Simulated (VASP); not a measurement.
Set up this calculation in VASP 6.6.1, as the native input.

* Task: relaxation of cell and atoms
* Functional: PBE
* Potentials or basis: VASP PAW PBE potentials, release 64 (Co, Al)
* Cutoff: 600 eV
* k mesh: 14 × 14 × 14
* Occupations: fermi-dirac, width 0.1 eV
* Spin: no spin polarisation
* Target pressure: 0.03 GPa
* Dipole correction: no
* Further INCAR settings: ALGO = Normal; EDIFF = 1e-06; IBRION = 2; EDIFFG = -0.005; NSW = 60; ISIF = 3

The structure of AlCo (CsCl type) lies in POSCAR:

```
AlCo
1.0
    2.9466003437      0.0000000000      0.0000000000
    0.0000000000      2.9466003437      0.0000000000
    0.0000000000      0.0000000000      2.9466003437
Co Al
1 1
Direct
    0.0000000000      0.0000000000      0.0000000000
    0.5000000000      0.5000000000      0.5000000000
```

The input as run:

INCAR

```
ALGO = Normal
EDIFF = 1E-6
EDIFFG = -0.005
ENCUT = 600
GGA = PE
IBRION = 2
ISIF = 3
ISMEAR = -1
LASPH = True
LCHARG = False
LREAL = False
LWAVE = False
NELM = 100
NSW = 60
PREC = Accurate
PSTRESS = 0.3
SIGMA = 0.1
```

KPOINTS

```
k-points
0
Gamma
  14 14 14
```

Potentials or basis: VASP PAW PBE potentials, release 64 (Co, Al).

Run with:

```sh
$ cat potpaw_PBE.64/Co/POTCAR potpaw_PBE.64/Al/POTCAR > POTCAR
$ mpirun -np 1 vasp_std > vasp.out
```

Results of the run:

```yaml
Relaxed_volume: 11.61 Å³/atom
Relaxed_cell: a = 2.853 Å, b = 2.853 Å, c = 2.853 Å, α = 90.00°, β = 90.00°, γ = 90.00°
Space_group_after_relaxing_to_0.1_Å: Pm-3m (No. 221)
Energy_change_on_relaxing_the_run_minimises_the_enthalpy: -57.2 meV/atom
Ionic_steps: 3
Pressure_after_relaxing: 0.0 GPa
Band_gap_on_the_k_mesh: zero (bands 6 and 7 overlap by 2.63 eV)
```

Caveat: the cell is relaxed towards a set pressure, so the run minimises the enthalpy, not the energy; the run has no spin polarisation, though such a crystal can be magnetic.

Wall time 37 s on 1 thread of AMD EPYC 9R45 96-Core Processor (Zen 5), on a shared host, peak memory 0.15 GiB.
